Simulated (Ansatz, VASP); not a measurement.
# One calculation of Cu, two programs

INCAR

```
PREC = Accurate
ENCUT = 520
EDIFF = 1E-7
ISMEAR = -1
SIGMA = 0.1
LREAL = False
LASPH = True
NELM = 60
ALGO = Normal
ISIF = 2
LWAVE = False
LCHARG = False
NBANDS = 18
```

Contents of KPOINTS:

```
regular mesh
0
Gamma
  16 16 9
```

File POSCAR:

```
Cu
1.0
    2.5507061417      0.0000000000      0.0000000000
   -1.2753530709      2.2089763163      0.0000000000
    0.0000000000      0.0000000000      4.1788874241
Cu
2
Direct
    0.3333333333      0.6666666667      0.2500000000
    0.6666666667      0.3333333333      0.7500000000
```

Input for Ansatz:

```yaml
crystal:
  lattice:
    - [2.5507061417, 0.0, 0.0]
    - [-1.2753530709, 2.2089763163, 0.0]
    - [0.0, 0.0, 4.1788874241]
  atoms:
    - { symbol: Cu, position: [0.3333333333, 0.6666666667, 0.25] }
    - { symbol: Cu, position: [0.6666666667, 0.3333333333, 0.75] }
hamiltonian:
  xc: lda
  pseudopotentials:
    kind: paw
    azcp:
      Cu: "pseudopotentials/Cu.paw.azcp"
basis:
  ecutwfc: 420
  fft_grid_basis: typed
kpoints:
  mp_grid: { grid: [16, 16, 9], shift: [0, 0, 0] }
magnetization:
  spin_polarized: false
scf:
  occupations: { method: fermi_dirac, width: 0.1 }
  lower_state_search: "off"
output:
  stress: true
```

Alike in both runs: task single point; functional LDA; k mesh 16 × 16 × 9; occupations fermi-dirac, width 0.1 eV; no spin polarisation.

|  | VASP | Ansatz |
| --- | --- | --- |
| version | VASP 6.6.1 | Ansatz 0.2.0 |
| potentials or method | VASP PAW LDA potentials, release 64 (Cu), cutoff 520 eV | plane waves (420 eV) with PAW, scalar-relativistic |
| valence electrons in the cell | 22 | 38 |

Ansatz gave:

| Quantity | Value |
| --- | --- |
| pressure (GPa) | -11.9 |
| traceless stress, the component that is largest in VASP (GPa) | -0.11 |

What did VASP give for the same quantities?

Pressure (GPa): -11.1; traceless stress, the component that is largest in VASP (GPa): -0.15.

Ansatz warns that its potentials were made for another functional, while VASP's fit it. LDA's correlation is that of Perdew and Zunger in VASP and of Perdew and Wang (1992) in Ansatz. VASP's potentials hold 22 valence electrons a cell and Ansatz's 38, so a difference there can come from the potentials and not from the codes.
